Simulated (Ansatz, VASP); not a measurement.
CuO in VASP and in Ansatz

```xyz
2
Lattice="0.0000 2.0866 2.0866 2.0866 0.0000 2.0866 2.0866 2.0866 0.0000" Properties=species:S:1:pos:R:3 pbc="T T T"
Cu    0.0000    0.0000    0.0000
O     2.0866    2.0866    2.0866
```

Change from the starting cell: volume scaled by 0.95, PAW files.

Alike in both runs: task electric field gradients; functional PBE; k mesh 16 × 16 × 16; occupations fermi-dirac, width 0.08 eV; no spin polarisation.

|  | VASP | Ansatz |
| --- | --- | --- |
| version | VASP 6.6.1 | Ansatz 0.2.0 |
| potentials or method | VASP PAW PBE potentials, release 64 (Cu, O) | PAW with Ansatz's default frozen-core files, scalar-relativistic |
| plane-wave cutoff (eV) | 520 | 420 |
| valence electrons in the cell | 17 | 25 |

|  | VASP | Ansatz | Ansatz less VASP |
| --- | --- | --- | --- |
| pressure (GPa) | 10.6 | 10.2 | -0.39 |

The functional is the same, so the differences come from potentials, cutoffs and numerics. VASP's potentials hold 17 valence electrons a cell and Ansatz's 25, so a difference there can come from the potentials and not from the codes.
